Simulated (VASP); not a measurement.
Runs of VASP 6.6.1 on CaO. The structure is that of space group P6_3/mmc (No. 194), or close to it. The cells are those of the table. 

```tsv
cell	gap on the mesh (eV)	pressure (GPa)
a = 3.828, b = 3.828, c = 4.981 Å, angles 90.0, 90.0, 120.0°, 4 atoms	3.50	6.6
a = 4.001, b = 4.001, c = 4.432 Å, angles 90.0, 90.0, 120.0°, 4 atoms	3.00	11.7
a = 3.947, b = 3.947, c = 4.552 Å, angles 90.0, 90.0, 120.0°, 4 atoms	(c)	10.0
a = 3.741, b = 3.741, c = 5.067 Å, angles 90.0, 90.0, 120.0°, 4 atoms	3.65	11.5
a = 4.093, b = 4.093, c = 4.356 Å, angles 90.0, 90.0, 120.0°, 4 atoms	2.67	10.6
a = 3.985, b = 3.985, c = 4.596 Å, angles 90.0, 90.0, 120.0°, 4 atoms	(b)	6.6
a = 4.055, b = 4.055, c = 4.315 Å, angles 90.0, 90.0, 120.0°, 4 atoms	2.71	14.4
a = 3.777, b = 3.777, c = 5.116 Å, angles 90.0, 90.0, 120.0°, 4 atoms	3.51	8.0
a = 3.895, b = 3.895, c = 4.676 Å, angles 90.0, 90.0, 120.0°, 4 atoms	3.42	9.2
a = 3.843, b = 3.843, c = 4.803 Å, angles 90.0, 90.0, 120.0°, 4 atoms	(a)	9.2
a = 3.880, b = 3.880, c = 4.849 Å, angles 90.0, 90.0, 120.0°, 4 atoms	3.44	5.9
a = 3.792, b = 3.792, c = 4.933 Å, angles 90.0, 90.0, 120.0°, 4 atoms	3.63	10.0
```

Alike in all rows: task single point; level PBE; potentials or basis VASP PAW PBE potentials, release 64 (Ca_sv, O); no spin polarisation; k mesh 9 × 9 × 6; cutoff (eV) 520; smearing gaussian 0.05 eV.

**Question.** Estimate the missing entries.

**Answer.** (a) 3.55; (b) 3.15; (c) 3.24.

Caveats: the stress differs along the axes, from -1 to 10 GPa (at least some runs); the stress differs along the axes, from 5 to 25 GPa (at least some runs); the stress differs along the axes, from 7 to 16 GPa (at least some runs); the stress differs along the axes, from -1 to 18 GPa (at least some runs); the stress differs along the axes, from 1 to 29 GPa (at least some runs); the stress differs along the axes, from 4 to 12 GPa (at least some runs); the stress differs along the axes, from 4 to 35 GPa (at least some runs).

A k mesh can miss the band edges.
